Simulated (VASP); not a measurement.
Here is a VASP 6.6.1 calculation.

File INCAR:

```
SYSTEM = Cl
PREC = Accurate
ENCUT = 520
EDIFF = 1E-6
ISMEAR = -1
SIGMA = 0.1
LREAL = .FALSE.
LASPH = .TRUE.
NELM = 80
ALGO = Normal
ISIF = 2
LWAVE = .FALSE.
LCHARG = .FALSE.
GGA = PE
NBANDS = 10
```

The input KPOINTS:

```
Automatic mesh
0
G
  17 17 17
  0 0 0
```

The input POSCAR:

```
Cl
1.0
   -1.3924901419      1.3924901419      1.3924901419
    1.3924901419     -1.3924901419      1.3924901419
    1.3924901419      1.3924901419     -1.3924901419
Cl
1
Direct
    0.0000000000      0.0000000000      0.0000000000
```

Potentials or basis: VASP PAW PBE potentials, release 64 (Cl).

Command:

```bash
$ cat potpaw_PBE.64/Cl/POTCAR > POTCAR
$ mpirun -np 1 vasp_std > vasp.out
```

(1) Predict the pressure.

## Answers

(1) 112.3 GPa.

Caveat: an odd number of electrons without spin polarisation forces a metal; a magnetic or distorted state may lie lower.
